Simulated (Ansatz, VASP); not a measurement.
# Two plane-wave programs on Sr4AlO5

INCAR

```
PREC = Accurate ; ENCUT = 520
EDIFF = 1E-6 ; ISMEAR = 0
SIGMA = 0.1 ; LREAL = False
LASPH = True ; NELM = 80
ALGO = Normal ; ISIF = 2
LWAVE = False ; LCHARG = False
GGA = PE ; NBANDS = 48
```

Contents of KPOINTS:

```
regular mesh
0
Gamma
  6 6 1
```

Contents of POSCAR:

```
Sr4AlO5
1.0
    3.5349284900      0.0000000000      0.0000000000
   -1.7674642400      3.0613378700      0.0000000000
    0.0000000000      0.0000000000     15.9134683000
Sr Al O
4 1 5
Direct
    0.6666666700      0.3333333300      0.1062209200
    0.3333333300      0.6666666700      0.4688954100
    0.0000000000      0.0000000000      0.6813372400
    0.3333333300      0.6666666700      0.8937790800
    0.3333333300      0.6666666700      0.3282556800
    0.0000000000      0.0000000000      0.0000000000
    0.3333333300      0.6666666700      0.2124418400
    0.0000000000      0.0000000000      0.3626744900
    0.6666666700      0.3333333300      0.5751163300
    0.6666666700      0.3333333300      0.7875581600
```

Input for Ansatz:

```yaml
crystal:
  lattice:
    - [3.53492849, 0.0, 0.0]
    - [-1.76746424, 3.06133787, 0.0]
    - [0.0, 0.0, 15.9134683]
  atoms:
    - { symbol: Sr, position: [0.66666667, 0.33333333, 0.10622092] }
    - { symbol: Sr, position: [0.33333333, 0.66666667, 0.46889541] }
    - { symbol: Sr, position: [0.0, 0.0, 0.68133724] }
    - { symbol: Sr, position: [0.33333333, 0.66666667, 0.89377908] }
    - { symbol: Al, position: [0.33333333, 0.66666667, 0.32825568] }
    - { symbol: O, position: [0.0, 0.0, 0.0] }
    - { symbol: O, position: [0.33333333, 0.66666667, 0.21244184] }
    - { symbol: O, position: [0.0, 0.0, 0.36267449] }
    - { symbol: O, position: [0.66666667, 0.33333333, 0.57511633] }
    - { symbol: O, position: [0.66666667, 0.33333333, 0.78755816] }
basis:
  ecutwfc: 420
kpoints:
  mp_grid: { grid: [6, 6, 1] }
hamiltonian:
  xc: pbe
scf:
  occupations: { method: gaussian, width: 0.1 }
  lower_state_search: "off"
output:
  forces: true
  stress: true
  eigenvalues: true
```

Alike in both runs: task single point; functional PBE; k mesh 6 × 6 × 1; occupations gaussian, width 0.1 eV; no spin polarisation.

|  | VASP | Ansatz |
| --- | --- | --- |
| version | VASP 6.6.1 | Ansatz 0.2.0 |
| potentials or method | VASP PAW PBE potentials, release 64 (Sr_sv, Al, O), cutoff 520 eV | scalar-relativistic, plane waves, PAW |
| valence electrons in the cell | 73 | 73 |

|  | VASP | Ansatz | Ansatz less VASP |
| --- | --- | --- | --- |
| gap on the k mesh at the Fermi level (eV) | none | none | - |
| pressure (GPa) | -1.7 | -2.0 | -0.36 |
| traceless stress, the component that is largest in VASP (GPa) | -3.34 | -3.46 | -0.114 |
| rms of the force components (eV/Å) | 2.421 | 2.413 | -0.0083 |

Atom by atom the forces differ by 0.012 eV/Å (rms over components). A gap of «none» marks a metal or a gap that the smearing closes.

The k mesh is coarse, so the values compare programs but aren't converged.
